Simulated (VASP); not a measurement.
Write the native input for VASP 6.6.1 that does the following.

```yaml
Task: single point
Functional: PBEsol
Potentials_or_basis: VASP PAW PBE potentials, release 64 (Cu)
Cutoff: 520 eV
k_mesh: 3 × 13 × 2
Occupations: methfessel-paxton, width 0.15 eV
Spin: no spin polarisation
Dipole_correction: no
Further_INCAR_settings: ALGO = Normal; EDIFF = 1e-06; NBANDS = 12
```

The structure of Cu lies in POSCAR:

```
Cu
1.0
   11.6468803814      0.0000000000      0.0000000000
    0.0000000000      2.2530351287      0.0000000000
   -4.6260594226      0.0000000000     21.8873884959
Cu
1
Direct
    0.5000000000      0.5000000000      0.5000000000
```

These files were run (other wordings do the same):

INCAR

```
PREC = Accurate
ENCUT = 520
EDIFF = 1E-6
ISMEAR = 1
SIGMA = 0.15
LREAL = False
LASPH = True
NELM = 100
ALGO = Normal
ISIF = 2
LWAVE = False
LCHARG = False
GGA = PS
NBANDS = 12
```

KPOINTS

```
Automatic mesh
0
Gamma
  3 13 2
```

Potentials or basis: VASP PAW PBE potentials, release 64 (Cu).

Command:

```sh
$ cat potpaw_PBE.64/Cu/POTCAR > POTCAR
$ mpirun -np 1 vasp_std > vasp.out
```

Results of the run:

```json
{"Pressure": "0.0 GPa", "Band gap on the k mesh": "zero (an odd number of electrons rules out a gap without spin polarisation)"}
```

Caveat: the PAW data sets were made with another functional, which shifts forces and pressure a little.

Wall time 100 s on 1 thread of Intel(R) Xeon(R) 6975P-C (Granite Rapids), on a shared host, peak memory 0.67 GiB.
